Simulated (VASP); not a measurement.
A run of VASP 6.6.1 is set up as follows.

Contents of INCAR:

```
PREC = Accurate
ENCUT = 520
EDIFF = 1E-6
ISMEAR = 0
SIGMA = 0.05
LREAL = F
LASPH = T
NELM = 100
ALGO = Normal
ISIF = 2
LWAVE = F
LCHARG = F
GGA = PE
NBANDS = 11
```

The input KPOINTS:

```
regular mesh
0
Gamma
  8 8 8
```

Contents of POSCAR:

```
SiC
1.0
    0.0000000000      2.1898640504      2.1898640504
    2.1898640504      0.0000000000      2.1898640504
    2.1898640504      2.1898640504      0.0000000000
Si C
1 1
Direct
    0.0000000000      0.0000000000      0.0000000000
    0.2500000000      0.2500000000      0.2500000000
```

Potentials or basis: VASP PAW PBE potentials, release 64 (Si, C).

Launch:

```sh
$ cat potpaw_PBE.64/Si/POTCAR potpaw_PBE.64/C/POTCAR > POTCAR
$ mpirun -np 1 vasp_std > vasp.out
```

(1) Estimate the pressure.

(2) Predict the band gap on the k mesh.

Results:

(1) 0.0 GPa.

(2) 1.37 eV, indirect (least direct gap 4.53 eV).

**What was measured.**

“Insight into the structural, elastic and electronic properties of a new orthorhombic 6O-SiC polytype”, 2020, pmc:7200658 quotes, for a bulk crystal of SiC: band gap 2.4 eV (indirect).

Measured gap of SiC: 2.4 eV (indirect; quoted in “Insight into the structural, elastic and electronic properties of a new orthorhombic 6O-SiC polytype”, 2020, pmc:7200658). This calculation gives 1.37 eV (-1.03 eV). The value is that of PBE on a finite k mesh, which can miss the band edges, without temperature or zero-point motion. Semilocal functionals fall short of measured gaps as a rule.
